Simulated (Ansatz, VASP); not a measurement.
# Two plane-wave programs on PbI2

```
Pb I
1.0
     4.55500    0.00000    0.00000
    -2.27750    3.94475    0.00000
     0.00000    0.00000    6.97700
Pb I
1 2
Direct
  0.00000 0.00000 0.00000
  0.33333 0.66667 0.26500
  0.66667 0.33333 0.73500
```

Alike in both runs: task single point; functional r2SCAN; k mesh 6 × 6 × 4; occupations gaussian, width 0.05 eV; no spin polarisation.

```csv
,VASP,Ansatz
version,VASP 6.6.1,Ansatz 0.2.0
potentials or method,"VASP PAW PBE potentials, release 64 (Pb_d, I), cutoff 550 eV","scalar-relativistic, plane waves, PAW"
valence electrons in the cell,28,48
```

Ansatz gave:

| Quantity | Value |
| --- | --- |
| gap on the k mesh at the Fermi level (eV) | 2.61 |
| least direct gap on the mesh (eV) | 2.61 |
| pressure (GPa) | 1.3 |
| traceless stress, the component that is largest in VASP (GPa) | 0.09 |
| rms of the force components (eV/Å) | 0.058 |

Question: What did VASP give for the same quantities?

Answer: gap on the k mesh at the Fermi level (eV): 2.61; least direct gap on the mesh (eV): 2.61; pressure (GPa): 1.3; traceless stress, the component that is largest in VASP (GPa): 0.09; rms of the force components (eV/Å): 0.060.

VASP's potentials were made for PBE, not for r2SCAN. Atom by atom the forces differ by 0.002 eV/Å (rms over components). The functional is the same, so the differences come from potentials, cutoffs and numerics. VASP's potentials hold 28 valence electrons a cell and Ansatz's 48, so a difference there can come from the potentials and not from the codes.

Neither program's run includes spin-orbit coupling.
